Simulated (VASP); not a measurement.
# RuRh2 (P4/mmm) in VASP: a series of runs

Runs on RuRh2. Level: PBE. Tasks: relaxation of cell and atoms, single point.

Program: VASP 6.6.1. These are calculated values, not measurements. Logs are shortened: lines on timing, memory, paths and dates and some standing lists are left out, and cuts for length are marked.

### 1 The cell of the first run

Symmetry: P4/mmm, No. 123, tetragonal system. Conventional cell: a = 2.653 Å, b = 2.653 Å, c = 5.054 Å, α = 90.00°, β = 90.00°, γ = 90.00°. Within 3.1 Å of Ru (site symmetry 4/mmm) lie 8 Rh at 2.32 Å and 4 Ru at 2.65 Å. Rh (site symmetry 4mm) has 6 Rh at 2.31 to 2.74 Å and 4 Ru at 2.32 Å within 3.1 Å.

The cell was generated, and may not be a known phase.

### 2 Relaxation of cell and atoms, PBE

INCAR reads:

```
ALGO = Normal ; EDIFF = 1E-6
EDIFFG = -0.04 ; ENCUT = 600
GGA = PE ; IBRION = 2
ISIF = 3 ; ISMEAR = 0
LASPH = T ; LCHARG = F
LREAL = F ; LWAVE = F
NELM = 100 ; NSW = 90
PREC = Accurate ; SIGMA = 0.1
```

KPOINTS reads:

```
k-points
0
Gamma
  6 6 4
```

POSCAR reads:

```
RuRh2
1.0
    2.6529559700      0.0000000000      0.0000000000
    0.0000000000      2.6529559700      0.0000000000
    0.0000000000      0.0000000000      5.0544665200
Ru Rh
1 2
Direct
    0.0000000000      0.0000000000      0.0000000000
    0.5000000000      0.5000000000      0.7286017500
    0.5000000000      0.5000000000      0.2713982500
```

Potentials or basis: VASP PAW PBE potentials, release 64 (Ru_pv, Rh_pv).

Run with:

```sh
$ cat potpaw_PBE.64/Ru_pv/POTCAR potpaw_PBE.64/Rh_pv/POTCAR > POTCAR
$ mpirun -np 1 vasp_std > vasp.out
```

OUTCAR:

```text
EDIFF = 1E-6
   EDIFFG = -0.04
   ENCUT = 600
   GGA = PE
   IBRION = 2
   ISIF = 3
   ISMEAR = 0
   LASPH = T
   LREAL = F
   NELM = 100
   NSW = 90
   PREC = Accurate

 ion  position               nearest neighbor table
   1  0.000  0.000  0.000-   2 2.32   3 2.32   2 2.32   3 2.32   2 2.32   3 2.32   2 2.32   3 2.32

   2  0.500  0.500  0.729-   3 2.31   1 2.32   1 2.32   1 2.32   1 2.32   3 2.74
   3  0.500  0.500  0.271-   2 2.31   1 2.32   1 2.32   1 2.32   1 2.32   2 2.74

  LATTYP: Found a simple tetragonal cell.
 ALAT       =     2.6529559700
 C/A-ratio  =     1.9052206584

  Lattice vectors:

 A1 = (   2.6529559700,   0.0000000000,   0.0000000000)
 A2 = (   0.0000000000,   2.6529559700,   0.0000000000)
 A3 = (   0.0000000000,   0.0000000000,   5.0544665200)

Analysis of symmetry for initial positions (statically):
=====================================================================
 Subroutine PRICEL returns:
 Original cell was already a primitive cell.

 Routine SETGRP: Setting up the symmetry group for a
 simple tetragonal supercell.

 Subroutine GETGRP returns: Found 16 space group operations
 (whereof 16 operations were pure point group operations)
 out of a pool of 16 trial point group operations.

The static configuration has the point symmetry D_4h.

Analysis of symmetry for dynamics (positions and initial velocities):
=====================================================================
 Subroutine PRICEL returns:
 Original cell was already a primitive cell.

 Routine SETGRP: Setting up the symmetry group for a
 simple tetragonal supercell.

 Subroutine GETGRP returns: Found 16 space group operations
 (whereof 16 operations were pure point group operations)
 out of a pool of 16 trial point group operations.

The dynamic configuration has the point symmetry D_4h.

 Subroutine INISYM returns: Found 16 space group operations
 (whereof 16 operations are pure point group operations),
 and found     1 'primitive' translations

----------------------------------------------------------------------------------------

                                     Primitive cell

  volume of cell :      35.5742

  direct lattice vectors                    reciprocal lattice vectors
     2.652955970  0.000000000  0.000000000     0.376938031  0.000000000  0.000000000
     0.000000000  2.652955970  0.000000000     0.000000000  0.376938031  0.000000000
     0.000000000  0.000000000  5.054466520     0.000000000  0.000000000  0.197844816

  length of vectors
     2.652955970  2.652955970  5.054466520     0.376938031  0.376938031  0.197844816

  position of ions in fractional coordinates (direct lattice)
     0.000000000  0.000000000  0.000000000
     0.500000000  0.500000000  0.728601750
     0.500000000  0.500000000  0.271398250

  ion indices of the primitive-cell ions
   primitive index   ion index
                 1           1
                 2           2
                 3           3

----------------------------------------------------------------------------------------

 KPOINTS: k-points

Automatic generation of k-mesh.
 Grid dimensions read from file:
 generate k-points for:    6    6    4

 Generating k-lattice:

  Cartesian coordinates                     Fractional coordinates (reciprocal lattice)
     0.062823005  0.000000000  0.000000000     0.166666667  0.000000000  0.000000000
     0.000000000  0.062823005  0.000000000     0.000000000  0.166666667  0.000000000
     0.000000000  0.000000000  0.049461204     0.000000000  0.000000000  0.250000000

  Length of vectors
     0.062823005  0.062823005  0.049461204

  Shift w.r.t. Gamma in fractional coordinates (k-lattice)
     0.000000000  0.000000000  0.000000000

 Subroutine IBZKPT returns following result:
 ===========================================

 Found     30 irreducible k-points:

 Following reciprocal coordinates:
            Coordinates               Weight
  0.000000  0.000000  0.000000      1.000000
  0.166667  0.000000  0.000000      4.000000
  0.333333  0.000000  0.000000      4.000000
[... 39 lines left out ...]
   EFERMI =   0.00;   METHOD = LEGACY
   ISMEAR =     0;   SIGMA  =   0.10  broadening in eV -4-tet -1-fermi 0-gaus
   EFERMI_NEDOS =   21; number of points for ismear=-14 and -15
   IALGO  =     38    algorithm
   IMIX   =      4    mixing-type and parameters
     AMIX     =   0.40;   BMIX     =  1.00
     AMIX_MAG =   1.60;   BMIX_MAG =  1.00
  volume/ion in A,a.u.               =      11.86        80.02
  Fermi-wavevector in a.u.,A,eV,Ry     =   1.757305  3.320826 42.016456  3.088122
  Thomas-Fermi vector in A             =   2.826686
   LORBIT       =      0    0 simple, 1 ext, 2 COOP (PROOUT), +10 PAW based schemes
   GGA     = PE    functional components
   LHFCALC =     F    Hartree Fock is set to
   AEXX    =    0.0000 exact exchange contribution
   IVDW    =     0    specifies the selected vdW correction
   LEPSILON=     F    determine dielectric tensor
   LRPA    =     F    only Hartree local field effects (RPA)
 conjugate gradient relaxation of ions
 non-spin polarized calculation
 Gauss-broadening in eV      SIGMA  =   0.10
  energy-cutoff  :      600.00
  volume of cell :       35.57
 maximum number of plane-waves:      1213
 NGX is ok and might be reduce to    24
   NGX = 11   NGY = 11   NGZ = 21

--------------------------------------- Ionic step        1  -------------------------------------------

 number of electron      44.0000004 magnetization

 Free energy of the ion-electron system (eV)
  ---------------------------------------------------
  ext. energy  EPLUGINS =         0.00000000
  ---------------------------------------------------
  free energy    TOTEN  =       -18.41315990 eV

  energy without entropy =      -18.38710629  energy(sigma->0) =      -18.40013309

------------------------ aborting loop because EDIFF is reached ----------------------------------------

  FORCE on cell =-STRESS in cart. coord.  units (eV):
  Direction    XX          YY          ZZ          XY          YZ          ZX
  --------------------------------------------------------------------------------------
  -------------------------------------------------------------------------------------
  Total       27.4623394     27.4623394     35.1858708      0.0000000     -0.0000000      0.0000000
  in kB     1236.8376698   1236.8376698   1584.6869330      0.0000000     -0.0000000      0.0000000
  external PRESSURE =    1352.7874242 kB  Pullay stress =       0.0000000 kB
[... 1503 lines left out ...]
     25      10.7147      0.00000
     26      12.0534      0.00000

 [... further k-points ...]

[... ionic steps 4 to 15 ...]

--------------------------------------- Ionic step       16  -------------------------------------------

 number of electron      44.0000000 magnetization

------------------------ aborting loop because EDIFF is reached ----------------------------------------

  FORCE on cell =-STRESS in cart. coord.  units (eV):
  Direction    XX          YY          ZZ          XY          YZ          ZX
  --------------------------------------------------------------------------------------
  -------------------------------------------------------------------------------------
  Total        0.1743454      0.1743454      0.1268683      0.0000000     -0.0000000     -0.0000000
  in kB        6.1892355      6.1892355      4.5038062      0.0000000     -0.0000000     -0.0000000
  external PRESSURE =       5.6274257 kB  Pullay stress =       0.0000000 kB
[... 59 lines left out ...]
  energy  without entropy=      -22.9312702232  energy(sigma->0) =      -22.94104895

--------------------------------------- Ionic step       18  -------------------------------------------

 number of electron      44.0000001 magnetization

 Free energy of the ion-electron system (eV)
  ---------------------------------------------------
  ext. energy  EPLUGINS =         0.00000000
  ---------------------------------------------------
  free energy    TOTEN  =       -22.95096151 eV

  energy without entropy =      -22.93126439  energy(sigma->0) =      -22.94111295

 E-fermi :  10.6142     XC(G=0): -13.3331

 val. band max:       10.6085225240   @ k =   0.1667   0.1667   0.2500
 cond. band min:      10.6145357116   @ k =   0.5000   0.1667   0.5000
 fundamental gap:      0.0060131877
 Fermi energy:        10.6141795259

 k-point     1 :       0.0000    0.0000    0.0000
  band No.  band energies     occupation
      1     -36.1588      2.00000
      2     -35.8233      2.00000
      3     -35.6192      2.00000
      4     -35.6192      2.00000
      5     -35.5795      2.00000
      6     -35.5795      2.00000
[... 717 lines left out ...]
  FREE ENERGIE OF THE ION-ELECTRON SYSTEM (eV)
  ---------------------------------------------------
  free  energy   TOTEN  =       -22.9509615053 eV

  energy  without entropy=      -22.9312643852  energy(sigma->0) =      -22.94111295

 reached required accuracy - stopping structural energy minimisation
```

It took 7 min on 1 thread of AMD EPYC 7R13 (Zen 3), shared host; peak memory 0.16 GiB.

What came out:

```
Free energy                           : -22.9510 eV
Relaxed volume                        : 15.08 Å³/atom
Relaxed cell                          : a = 2.722 Å, b = 2.722 Å, c = 6.108 Å, α = 90.00°, β = 90.00°, γ = 90.00°
Space group after relaxing (to 0.1 Å) : P4/mmm (No. 123)
Pressure after relaxing               : 0.0 GPa
Largest force after relaxing          : 0.019 eV/Å
Band gap on the k mesh                : zero (bands 22 and 23 overlap by 1.73 eV)
```

Forces in eV/Å, atoms in the order of the input:
```
Ru   0.000  0.000  0.000
Rh   0.000  0.000  0.019
Rh   0.000  0.000 -0.019
```

Final structure:
```yaml
crystal:
  lattice:
    - [2.72169, 0.00000, 0.00000]
    - [0.00000, 2.72169, 0.00000]
    - [0.00000, 0.00000, 6.10787]
  atoms:
    - { symbol: Ru, position: [0.00000, 0.00000, 0.00000] }
    - { symbol: Rh, position: [0.50000, 0.50000, 0.70659] }
    - { symbol: Rh, position: [0.50000, 0.50000, 0.29341] }
```

Levels at points of the mesh, in eV from the Fermi level:
| k point | band 18 | band 19 | band 20 | band 21 | band 22 | band 23 | band 24 | band 25 | band 26 |
| --- | --- | --- | --- | --- | --- | --- | --- | --- | --- |
| (0.00, 0.00, 0.00) | -2.38 | -1.76 | -1.76 | -0.74 | -0.01 | 0.02 | 0.88 | 1.24 | 1.24 |
| (0.50, 0.00, 0.00) | -2.35 | -2.29 | -1.65 | -0.39 | 0.25 | 0.89 | 1.04 | 2.00 | 2.92 |
| (0.50, 0.50, 0.00) | 0.34 | 0.54 | 0.87 | 0.87 | 1.09 | 1.19 | 1.63 | 3.65 | 3.65 |
| (0.00, 0.00, 0.50) | -2.77 | -0.69 | -0.69 | -0.68 | -0.18 | -0.11 | 0.47 | 0.47 | 0.95 |
| (0.50, 0.00, 0.50) | -2.11 | -1.43 | -1.43 | -1.17 | 0.11 | 0.55 | 0.77 | 1.04 | 2.94 |
| (0.50, 0.50, 0.50) | -1.07 | -1.07 | 0.76 | 1.10 | 1.18 | 1.30 | 1.63 | 6.10 | 6.10 |

Caveat: the k points lie up to 0.38 Å⁻¹ apart in the final cell, too coarse for converged energies and pressures of a metal; the volume moved by over 15 % at a fixed basis, so the end points are rough.

### 3 Single point, PBE, collinear spin, ferromagnetic start

This run uses another cell than the first one, of 15.08 Å³/atom.

INCAR reads:

```
SYSTEM = RuRh2
PREC = Accurate ; ENCUT = 520
EDIFF = 1E-6 ; ISMEAR = 0
SIGMA = 0.1 ; LREAL = .False.
LASPH = .True. ; NELM = 150
ALGO = Normal ; ISIF = 2
LWAVE = .False. ; LCHARG = .False.
ISPIN = 2 ; MAGMOM = 1 1 1
LORBIT = 11 ; LMAXMIX = 4
GGA = PE ; NBANDS = 33
```

KPOINTS reads:

```
Automatic mesh
0
Gamma
  6 6 4
  0 0 0
```

POSCAR reads:

```
RuRh2
1.0
    2.7207337608      0.0000000000      0.0000000000
    0.0000000000      2.7207337608      0.0000000000
    0.0000000000      0.0000000000      6.1123619320
Ru Rh
1 2
Direct
    0.0000000000      0.0000000000      0.0000000000
    0.5000000000      0.5000000000      0.7068415470
    0.5000000000      0.5000000000      0.2931584530
```

Potentials or basis: VASP PAW PBE potentials, release 64 (Ru_pv, Rh_pv).

Run with:

```sh
$ cat potpaw_PBE.64/Ru_pv/POTCAR potpaw_PBE.64/Rh_pv/POTCAR > POTCAR
$ mpirun -np 1 vasp_std > vasp.out
```

Wall time 50 s (1 thread of AMD EPYC 7R13 (Zen 3), shared host); peak memory 0.18 GiB.

The run converged. Its results:

| Property | Result |
| --- | --- |
| Free energy | -22.9629 eV |
| Pressure | 0.0 GPa |
| Largest force | 0.015 eV/Å |
| Band gap on the k mesh | zero (filled and empty bands overlap) |
| Net moment | 0.00 μB per cell |
| Valence electrons inside the program's atomic spheres | Ru 12.61; Rh 13.78 |

Forces on the atoms (eV/Å):
```
Ru   0.000  0.000  0.000
Rh   0.000  0.000 -0.015
Rh   0.000  0.000  0.015
```

Levels at points of the mesh, in eV from the Fermi level:
Spin up:
```
           k point  band 19  band 20  band 21  band 22  band 23  band 24  band 25  band 26
(0.00, 0.00, 0.00)    -1.75    -1.75    -0.74    -0.01     0.02     0.51     0.89     1.24
(0.50, 0.00, 0.00)    -2.29    -1.65    -0.39     0.26     0.89     1.03     2.00     2.93
(0.50, 0.50, 0.00)     0.55     0.86     0.86     1.10     1.19     1.64     3.66     3.66
(0.00, 0.00, 0.50)    -0.69    -0.69    -0.68    -0.18    -0.10     0.48     0.48     0.95
(0.50, 0.00, 0.50)    -1.43    -1.42    -1.17     0.11     0.56     0.77     1.04     2.94
(0.50, 0.50, 0.50)    -1.06     0.76     1.10     1.19     1.30     1.64     6.09     6.09
```
Spin down:
```csv
k point,band 19,band 20,band 21,band 22,band 23,band 24,band 25,band 26
"(0.00, 0.00, 0.00)",-1.75,-1.75,-0.74,-0.01,0.02,0.51,0.89,1.24
"(0.50, 0.00, 0.00)",-2.29,-1.64,-0.39,0.26,0.89,1.03,2.00,2.93
"(0.50, 0.50, 0.00)",0.54,0.86,0.86,1.10,1.19,1.64,3.66,3.66
"(0.00, 0.00, 0.50)",-0.69,-0.69,-0.68,-0.18,-0.10,0.48,0.48,0.95
"(0.50, 0.00, 0.50)",-1.43,-1.42,-1.17,0.11,0.56,0.77,1.04,2.94
"(0.50, 0.50, 0.50)",-1.06,0.76,1.10,1.19,1.30,1.64,6.09,6.09
```

Caveat: the k points lie up to 0.38 Å⁻¹ apart, too coarse for converged energies and pressures of a metal; an empty level that is flat over the whole mesh can mark a ghost state of the potentials, or a narrow d or f band.

### 4 Single point, PBE

This run uses another cell than the first one, of 14.97 Å³/atom.

INCAR reads:

```
SYSTEM = RuRh2
PREC = Accurate
ENCUT = 520
EDIFF = 1E-7
ISMEAR = 0
SIGMA = 0.1
LREAL = .FALSE.
LASPH = .TRUE.
NELM = 60
ALGO = Fast
ISIF = 2
LWAVE = .FALSE.
LCHARG = .FALSE.
GGA = PE
NBANDS = 29
```

KPOINTS reads:

```
regular mesh
0
G
  16 16 8
  0 0 0
```

POSCAR reads:

```
RuRh2
1.0
    2.7011820548      0.0000000000      0.0000000000
    0.0000000000      2.7011820548      0.0000000000
    0.0000000000      0.0000000000      6.1545169067
Ru Rh
1 2
Direct
    0.0000000000      0.0000000000      0.0000000000
    0.5000000000      0.5000000000      0.7021755566
    0.5000000000      0.5000000000      0.2978244434
```

Run with:

```sh
$ cat potpaw_PBE.64/Ru_pv/POTCAR potpaw_PBE.64/Rh_pv/POTCAR > POTCAR
$ mpirun -np 1 vasp_std > vasp.out
```

It took 3 min on 1 thread of AMD EPYC 7R13 (Zen 3), shared host; peak memory 0.32 GiB.

The run converged. Its results:

```yaml
Free_energy: -23.0348 eV
Pressure: 0.0 GPa
Largest_force: 0.004 eV/Å
Band_gap_on_the_k_mesh: zero (bands 22 and 23 overlap by 2.09 eV)
```

Forces in eV/Å, atoms in the order of the input:
```
Ru   0.000  0.000  0.000
Rh   0.000  0.000  0.004
Rh   0.000  0.000 -0.004
```

Stress tensor (GPa, compression positive):
```
-0.03  0.00  0.00
 0.00 -0.03  0.00
 0.00  0.00  0.07
```

Levels at points of the mesh, in eV from the Fermi level:
```
           k point  band 18  band 19  band 20  band 21  band 22  band 23  band 24  band 25  band 26  band 27
(0.00, 0.00, 0.00)    -2.24    -1.79    -1.79    -0.56    -0.22     0.06     0.29     0.93     1.27     1.27
(0.50, 0.00, 0.00)    -2.46    -2.34    -1.67    -0.33     0.17     0.84     1.12     1.99     3.08     3.37
(0.50, 0.50, 0.00)     0.35     0.52     0.85     0.85     1.15     1.25     1.88     3.76     3.76    10.64
(0.00, 0.00, 0.50)    -2.77    -0.62    -0.62    -0.48    -0.35    -0.07     0.48     0.48     0.99     2.77
(0.50, 0.00, 0.50)    -2.02    -1.45    -1.43    -1.24     0.23     0.49     0.72     1.00     3.01     4.47
(0.50, 0.50, 0.50)    -1.14    -1.14     0.75     1.15     1.25     1.37     1.88     6.26     6.26     7.89
```

### 5 Relaxation of cell and atoms, PBE

This run uses another cell than the first one, of 15.08 Å³/atom.

INCAR reads:

```
  PREC = Accurate
  ENCUT = 600
  EDIFF = 1E-7
  ISMEAR = 0
  SIGMA = 0.1
  LREAL = False
  LASPH = True
  NELM = 60
  ALGO = Fast
  ISIF = 3
  LWAVE = False
  LCHARG = False
  GGA = PE
  IBRION = 2
  NSW = 100
  EDIFFG = -0.01
```

KPOINTS reads:

```
Automatic mesh
0
Gamma
  16 16 8
```

POSCAR reads:

```
RuRh2
1.0
    2.7207337608      0.0000000000      0.0000000000
    0.0000000000      2.7207337608      0.0000000000
    0.0000000000      0.0000000000      6.1123619320
Ru Rh
1 2
Direct
    0.0000000000      0.0000000000      0.0000000000
    0.5000000000      0.5000000000      0.7068415470
    0.5000000000      0.5000000000      0.2931584530
```

Run with:

```sh
$ cat potpaw_PBE.64/Ru_pv/POTCAR potpaw_PBE.64/Rh_pv/POTCAR > POTCAR
$ mpirun -np 1 vasp_std > vasp.out
```

Run time: 20 min. Hardware: 1 thread of AMD EPYC 7R13 (Zen 3), shared host; peak memory 0.38 GiB.

Results (log left out):

```yaml
Free_energy: -23.0354 eV
Relaxed_volume: 14.96 Å³/atom
Relaxed_cell: a = 2.700 Å, b = 2.700 Å, c = 6.156 Å, α = 90.00°, β = 90.00°, γ = 90.00°
Space_group_after_relaxing_to_0.1_Å: P4/mmm (No. 123)
Energy_gained_by_relaxing: 5.9 meV/atom
Ionic_steps: 7
Pressure_after_relaxing: 0.0 GPa
Band_gap_on_the_k_mesh: zero (bands 22 and 23 overlap by 2.09 eV)
```

Forces in eV/Å, atoms in the order of the input:
```
Ru   0.000  0.000  0.000
Rh   0.000  0.000 -0.003
Rh   0.000  0.000  0.003
```

Step by step:
| step | energy change (eV) | largest force (eV/Å) | pressure (GPa) | volume (Å³) |
| --- | --- | --- | --- | --- |
| 1 | 0.0000 | 0.4893 | -0.28 | 45.25 |
| 2 | -0.0166 | 0.0639 | -0.69 | 45.07 |
| 3 | -0.0172 | 0.0270 | -0.71 | 45.03 |
| 4 | -0.0158 | 0.0327 | 1.79 | 44.57 |
| 5 | -0.0175 | 0.0082 | 0.01 | 44.88 |
| 6 | -0.0175 | 0.0080 | 0.06 | 44.88 |
| 7 | -0.0176 | 0.0028 | 0.04 | 44.88 |

Final structure:
```
CELL_PARAMETERS angstrom
2.70018 0.00000 0.00000
0.00000 2.70018 0.00000
0.00000 0.00000 6.15605
ATOMIC_POSITIONS crystal
Ru 0.00000 0.00000 0.00000
Rh 0.50000 0.50000 0.70219
Rh 0.50000 0.50000 0.29781
```

Levels at points of the mesh, in eV from the Fermi level:
```
           k point  band 18  band 19  band 20  band 21  band 22  band 23  band 24  band 25  band 26
(0.00, 0.00, 0.00)    -2.24    -1.78    -1.78    -0.56    -0.22     0.07     0.29     0.93     1.27
(0.50, 0.00, 0.00)    -2.46    -2.34    -1.67    -0.33     0.17     0.84     1.13     1.99     3.08
(0.50, 0.50, 0.00)     0.34     0.52     0.84     0.84     1.15     1.25     1.88     3.77     3.77
(0.00, 0.00, 0.50)    -2.76    -0.62    -0.62    -0.48    -0.35    -0.07     0.48     0.48     0.99
(0.50, 0.00, 0.50)    -2.02    -1.45    -1.43    -1.24     0.23     0.49     0.72     1.00     3.01
(0.50, 0.50, 0.50)    -1.14    -1.14     0.75     1.15     1.25     1.37     1.88     6.27     6.27
```

### 6 Summary

| task | spin | cell | k mesh | cutoff (eV) | gap on the mesh (eV) | pressure (GPa) | relaxed volume (Å³/atom) | largest force (eV/Å) |
| --- | --- | --- | --- | --- | --- | --- | --- | --- |
| relaxation of cell and atoms | off | relaxed from a = 2.653, b = 2.653, c = 5.054 Å, 3 atoms, atomic positions A | 6 × 6 × 4 | 600 | none | 0.0 | 15.08 | 0.02 |
| single point | collinear, ferromagnetic start | a = 2.721, b = 2.721, c = 6.112 Å, 3 atoms, atomic positions B | 6 × 6 × 4 | 520 | none | 0.0 | - | 0.02 |
| single point | off | a = 2.701, b = 2.701, c = 6.155 Å, 3 atoms, atomic positions C | 16 × 16 × 8 | 520 | none | 0.0 | - | - |
| relaxation of cell and atoms | off | relaxed from a = 2.721, b = 2.721, c = 6.112 Å, 3 atoms, atomic positions B | 16 × 16 × 8 | 600 | none | 0.0 | 14.96 | - |

Alike in all rows: level PBE; potentials or basis VASP PAW PBE potentials, release 64 (Ru_pv, Rh_pv); smearing gaussian 0.1 eV.

Caveats: some runs use coarse meshes; the volume moved by over 15 % at a fixed basis, so the end points are rough (at least some runs); an empty level that is flat over the whole mesh can mark a ghost state of the potentials, or a narrow d or f band (at least some runs).

Absolute energies hang on the potentials; compare differences alone.
